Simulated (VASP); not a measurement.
# RbBr (P4/mmm) in VASP: a series of runs, part 2 of 2

VASP 6.6.1.

## 3. Single point, PBEsol (strain -0.050 along x and y, +0.050 along z)

File INCAR:

```
SYSTEM = RbBr
PREC = Accurate
ENCUT = 520
EDIFF = 1E-7
ISMEAR = 0
SIGMA = 0.05
LREAL = .False.
LASPH = .True.
NELM = 100
ALGO = Normal
ISIF = 2
LWAVE = .False.
LCHARG = .True.
GGA = PS
LELF = .True.
LVHAR = .True.
NBANDS = 15
```

File KPOINTS:

```
Automatic mesh
0
Gamma
  6 6 6
  0 0 0
```

File POSCAR:

```
RbBr
1.0
    3.9197734350      0.0000000000      0.0000000000
    0.0000000000      3.9197734350      0.0000000000
    0.0000000000      0.0000000000      4.3323811650
Rb Br
1 1
Direct
    0.0000000000      0.0000000000      0.0000000000
    0.5000000000      0.5000000000      0.5000000000
```

Potentials or basis: VASP PAW PBE potentials, release 64 (Rb_sv, Br).

Command:

```console
> cat potpaw_PBE.64/Rb_sv/POTCAR potpaw_PBE.64/Br/POTCAR > POTCAR
> mpirun -np 1 vasp_std > vasp.out
```

OUTCAR:

```text
SYSTEM = RbBr
   PREC = Accurate
   ENCUT = 520
   EDIFF = 1E-7
   ISMEAR = 0
   LREAL = .False.
   LASPH = .True.
   NELM = 100
   ISIF = 2
   GGA = PS

 ion  position               nearest neighbor table
   1  0.000  0.000  0.000-   2 3.52   2 3.52   2 3.52   2 3.52   2 3.52   2 3.52   2 3.52   2 3.52

   2  0.500  0.500  0.500-   1 3.52   1 3.52   1 3.52   1 3.52   1 3.52   1 3.52   1 3.52   1 3.52

  LATTYP: Found a simple tetragonal cell.
 ALAT       =     3.9197734350
 C/A-ratio  =     1.1052631579

  Lattice vectors:

 A1 = (   3.9197734350,   0.0000000000,   0.0000000000)
 A2 = (   0.0000000000,   3.9197734350,   0.0000000000)
 A3 = (   0.0000000000,   0.0000000000,   4.3323811650)

Analysis of symmetry for initial positions (statically):
=====================================================================
 Subroutine PRICEL returns:
 Original cell was already a primitive cell.

 Routine SETGRP: Setting up the symmetry group for a
 simple tetragonal supercell.

 Subroutine GETGRP returns: Found 16 space group operations
 (whereof 16 operations were pure point group operations)
 out of a pool of 16 trial point group operations.

The static configuration has the point symmetry D_4h.

Analysis of symmetry for dynamics (positions and initial velocities):
=====================================================================
 Subroutine PRICEL returns:
 Original cell was already a primitive cell.

 Routine SETGRP: Setting up the symmetry group for a
 simple tetragonal supercell.

 Subroutine GETGRP returns: Found 16 space group operations
 (whereof 16 operations were pure point group operations)
 out of a pool of 16 trial point group operations.

The dynamic configuration has the point symmetry D_4h.

 Subroutine INISYM returns: Found 16 space group operations
 (whereof 16 operations are pure point group operations),
 and found     1 'primitive' translations

----------------------------------------------------------------------------------------

                                     Primitive cell

  volume of cell :      66.5654

  direct lattice vectors                    reciprocal lattice vectors
     3.919773435  0.000000000  0.000000000     0.255116786  0.000000000  0.000000000
     0.000000000  3.919773435  0.000000000     0.000000000  0.255116786  0.000000000
     0.000000000  0.000000000  4.332381165     0.000000000  0.000000000  0.230819949

  length of vectors
     3.919773435  3.919773435  4.332381165     0.255116786  0.255116786  0.230819949

  position of ions in fractional coordinates (direct lattice)
     0.000000000  0.000000000  0.000000000
     0.500000000  0.500000000  0.500000000

  ion indices of the primitive-cell ions
   primitive index   ion index
                 1           1
                 2           2

----------------------------------------------------------------------------------------

 KPOINTS: Automatic mesh

Automatic generation of k-mesh.
 Grid dimensions read from file:
 generate k-points for:    6    6    6

 Generating k-lattice:

  Cartesian coordinates                     Fractional coordinates (reciprocal lattice)
     0.042519464  0.000000000  0.000000000     0.166666667  0.000000000  0.000000000
     0.000000000  0.042519464  0.000000000     0.000000000  0.166666667  0.000000000
     0.000000000  0.000000000  0.038469992     0.000000000  0.000000000  0.166666667

  Length of vectors
[... 41 lines left out ...]
   dimension x,y,z NGXF=    60 NGYF=   60 NGZF=   64
   ions per type =               1   1
   NGX,Y,Z   is equivalent  to a cutoff of  12.72, 12.72, 12.28 a.u.
   NGXF,Y,Z  is equivalent  to a cutoff of  25.45, 25.45, 24.56 a.u.
 SYSTEM =  RbBr
   PREC   = accura    normal or accurate (medium, high low for compatibility)
   ISTART =      0    job   : 0-new  1-cont  2-samecut
   ICHARG =      2    charge: 1-file 2-atom 10-const
   ISPIN  =      1    spin polarized calculation?
   LNONCOLLINEAR =      F non collinear calculations
   LSORBIT =      F    spin-orbit coupling
   LASPH  =      T    aspherical Exc in radial PAW
   ENCUT  =  520.0 eV  38.22 Ry    6.18 a.u.   7.29  7.29  8.06*2*pi/ulx,y,z
   NELM   =    100;   NELMIN=  2; NELMDL= -5     # of ELM steps
   EDIFF  = 0.1E-06   stopping-criterion for ELM
   LREAL  =      F    real-space projection
   EDIFFG = 0.1E-05   stopping-criterion for IOM
   NSW    =      0    number of steps for IOM
   IBRION =     -1    ionic relax: 0-MD 1-quasi-New 2-CG
   NFREE  =      0    steps in history (QN), initial steepest desc. (CG)
   ISIF   =      2    stress and relaxation
   ISYM   =      2    0-nonsym 1-usesym 2-fastsym
   POTIM  = 0.5000    time-step for ionic-motion
   TEBEG  =    0.0;   TEEND  =   0.0 temperature during run
   PSTRESS=    0.0 pullay stress
   NELECT =      16.0000    total number of electrons
   NUPDOWN=      -1.0000    fix difference up-down
   EMIN   =  10.00;   EMAX   =-10.00  energy-range for DOS
   EFERMI =   0.00;   METHOD = LEGACY
   ISMEAR =     0;   SIGMA  =   0.05  broadening in eV -4-tet -1-fermi 0-gaus
   EFERMI_NEDOS =   21; number of points for ismear=-14 and -15
   IALGO  =     38    algorithm
   IMIX   =      4    mixing-type and parameters
     AMIX     =   0.40;   BMIX     =  1.00
     AMIX_MAG =   1.60;   BMIX_MAG =  1.00
  volume/ion in A,a.u.               =      33.28       224.60
  Fermi-wavevector in a.u.,A,eV,Ry     =   1.017885  1.923523 14.096853  1.036089
  Thomas-Fermi vector in A             =   2.151311
   LORBIT       =      0    0 simple, 1 ext, 2 COOP (PROOUT), +10 PAW based schemes
   GGA     = PS    functional components
   LHFCALC =     F    Hartree Fock is set to
   AEXX    =    0.0000 exact exchange contribution
   IVDW    =     0    specifies the selected vdW correction
   LEPSILON=     F    determine dielectric tensor
   LRPA    =     F    only Hartree local field effects (RPA)
 non-spin polarized calculation
 Gauss-broadening in eV      SIGMA  =   0.05
  energy-cutoff  :      520.00
  volume of cell :       66.57
 maximum number of plane-waves:      1816
 NGX is ok and might be reduce to    30
   NGX = 15   NGY = 15   NGZ = 17

 number of electron      16.0000002 magnetization

 Free energy of the ion-electron system (eV)
  ---------------------------------------------------
  ext. energy  EPLUGINS =         0.00000000
  ---------------------------------------------------
  free energy    TOTEN  =        -6.25717557 eV

  energy without entropy =       -6.25717557  energy(sigma->0) =       -6.25717557

 E-fermi :  -0.0472     XC(G=0):  -8.3583

 val. band max:       -0.2870367187   @ k =   0.5000   0.0000   0.5000
 cond. band min:       3.4762792178   @ k =   0.0000   0.0000   0.0000
 fundamental gap:      3.7633159365
 Fermi energy:        -0.0472274288

 k-point     1 :       0.0000    0.0000    0.0000
  band No.  band energies     occupation
      1     -25.5084      2.00000
      2     -13.2098      2.00000
      3      -9.5418      2.00000
      4      -9.4455      2.00000
      5      -9.4455      2.00000
      6      -0.9493      2.00000
      7      -0.4448      2.00000
      8      -0.4448      2.00000
      9       3.4763      0.00000
     10       4.8120      0.00000
     11       5.0762      0.00000
     12       9.2992      0.00000
     13       9.2992      0.00000
     14      10.1383      0.00000
[... 401 lines left out ...]
      2     -13.0464      2.00000
      3      -9.9070      2.00000
      4      -9.6625      2.00000
      5      -9.3634      2.00000
      6      -1.9168      2.00000
      7      -1.4031      2.00000
      8      -0.3325      2.00000
      9       5.0117      0.00000
     10       6.1053      0.00000
     11       7.9388      0.00000
     12       8.2624      0.00000
     13       8.8134      0.00000
     14       9.4140      0.00000
     15      11.2191      0.00000

 [... further k-points ...]

------------------------ aborting loop because EDIFF is reached ----------------------------------------

  FORCE on cell =-STRESS in cart. coord.  units (eV):
  Direction    XX          YY          ZZ          XY          YZ          ZX
  --------------------------------------------------------------------------------------
  -------------------------------------------------------------------------------------
  Total        0.5585233      0.5585233     -0.7269699      0.0000000      0.0000000     -0.0000000
  in kB       13.4432190     13.4432190    -17.4975968      0.0000000      0.0000000     -0.0000000
  external PRESSURE =       3.1296138 kB  Pullay stress =       0.0000000 kB

 VOLUME and BASIS-vectors are now :
 -----------------------------------------------------------------------------
  energy-cutoff  :      520.00
  volume of cell :       66.57
      direct lattice vectors                 reciprocal lattice vectors
     3.919773435  0.000000000  0.000000000     0.255116786  0.000000000  0.000000000
     0.000000000  3.919773435  0.000000000     0.000000000  0.255116786  0.000000000
     0.000000000  0.000000000  4.332381165     0.000000000  0.000000000  0.230819949

 POSITION                                       TOTAL-FORCE (eV/Angst)
 -----------------------------------------------------------------------------------
      0.00000      0.00000      0.00000         0.000000      0.000000      0.000000
      1.95989      1.95989      2.16619         0.000000      0.000000      0.000000
 -----------------------------------------------------------------------------------
    total drift:                                0.000000     -0.000000     -0.000000

  FREE ENERGIE OF THE ION-ELECTRON SYSTEM (eV)
  ---------------------------------------------------
  free  energy   TOTEN  =        -6.2571755725 eV

  energy  without entropy=       -6.2571755725  energy(sigma->0) =       -6.25717557
```

OSZICAR:

```text
N       E                     dE             d eps       ncg     rms          rms(c)
DAV:   1     0.761719425182E+02    0.76172E+02   -0.68795E+03  1200   0.937E+02
DAV:   2    -0.178600932525E+01   -0.77958E+02   -0.72958E+02  1667   0.167E+02
DAV:   3    -0.636325106191E+01   -0.45772E+01   -0.45611E+01  1622   0.408E+01
DAV:   4    -0.647517558636E+01   -0.11192E+00   -0.11191E+00  1668   0.607E+00
DAV:   5    -0.647618353808E+01   -0.10080E-02   -0.10079E-02  1693   0.539E-01    0.274E+00
DAV:   6    -0.628943036822E+01    0.18675E+00   -0.15466E-01  1445   0.225E+00    0.185E+00
DAV:   7    -0.625606166997E+01    0.33369E-01   -0.88021E-02  1515   0.176E+00    0.912E-01
DAV:   8    -0.625722549492E+01   -0.11638E-02   -0.11740E-02  1476   0.635E-01    0.121E-01
DAV:   9    -0.625709479648E+01    0.13070E-03   -0.49335E-04  1627   0.121E-01    0.496E-02
DAV:  10    -0.625717408797E+01   -0.79291E-04   -0.17079E-04  1331   0.822E-02    0.905E-03
DAV:  11    -0.625717441340E+01   -0.32544E-06   -0.55377E-06  1659   0.148E-02    0.620E-03
DAV:  12    -0.625717553913E+01   -0.11257E-05   -0.17809E-06  1358   0.910E-03    0.810E-04
DAV:  13    -0.625717557254E+01   -0.33411E-07   -0.64667E-08  1346   0.181E-03
   1 F= -.62571756E+01 E0= -.62571756E+01  d E =-.267168E-13
```

Run time: 31 s. Hardware: 1 thread of AMD EPYC 7R13 (Zen 3), shared host; peak memory 0.16 GiB.

Results:

```
Free energy            : -6.2572 eV
Pressure               : 0.3 GPa
Band gap on the k mesh : 3.76 eV (least direct gap 3.92 eV)
```

Caveat: the cell differs from its parent crystal (strain -0.050 along x and y, +0.050 along z); the PAW data sets were made with another functional, which shifts forces and pressure a little.
